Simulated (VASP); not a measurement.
Runs of VASP 6.6.1 on Ag. The structure is that of space group Im-3m (No. 229), or close to it. The cells are those of the table. 

```tsv
cell	k mesh	gap on the mesh (eV)	pressure (GPa)
a = 2.801 Å, angles 109.5°, 1 atom	16 × 16 × 16	none	(b)
a = 2.878 Å, angles 109.5°, 1 atom	16 × 16 × 16	none	(a)
a = 2.916 Å, angles 109.5°, 1 atom	46 × 46 × 46	none	-4.5
a = 2.897 Å, angles 109.5°, 1 atom	16 × 16 × 16	none	-3.1
a = 2.840 Å, angles 109.5°, 1 atom	16 × 16 × 16	none	1.8
```

Alike in all rows: task single point; level PBE; potentials or basis VASP PAW PBE potentials, release 64 (Ag); no spin polarisation; cutoff (eV) 520; smearing fermi-dirac 0.0612256 eV.

Problem. Fill in the values left out.

Solution. (a) -1.6; (b) 6.3.

A k mesh can miss the band edges, and the runs leave out spin-orbit coupling on Ag.

A gap of «none» marks levels without a gap at the run's occupations.
